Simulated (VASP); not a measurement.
Runs of VASP 6.6.1 on Ag2Sn. The structure is that of space group Fm-3m (No. 225), or close to it. The cells are those of the table. 

| task | cell | k mesh | cutoff (eV) | gap on the mesh (eV) | pressure (GPa) | relaxed volume (Å³/atom) |
| --- | --- | --- | --- | --- | --- | --- |
| single point | a = 4.635 Å, angles 60.0°, 3 atoms | 6 × 6 × 6 | 520 | none | -0.1 | - |
| relaxation of cell and atoms | relaxed from a = 4.635 Å, angles 60.0°, 3 atoms | 12 × 12 × 12 | 600 | none | 0.0 | 23.38 |
| relaxation of cell and atoms | relaxed from a = 4.477 Å, angles 60.0°, 3 atoms | 6 × 6 × 6 | 600 | none | 0.1 | 23.42 |
| single point | a = 4.477 Å, angles 60.0°, 3 atoms | 6 × 6 × 6 | 520 | none | (a) | - |
| single point | a = 4.630 Å, angles 60.0°, 3 atoms | 12 × 12 × 12 | 520 | none | 0.0 | - |

Alike in all rows: level PBE; potentials or basis VASP PAW PBE potentials, release 64 (Ag, Sn_d); no spin polarisation; smearing gaussian 0.1 eV.

**Question.** Estimate the missing entries.

**Answer.** (a) 8.0.

Caveats: spin-orbit coupling is left out, which moves the levels of the heavy elements.

A k mesh can miss the band edges, and the runs leave out spin-orbit coupling on Ag, Sn.

A gap of «none» marks levels without a gap at the run's occupations.
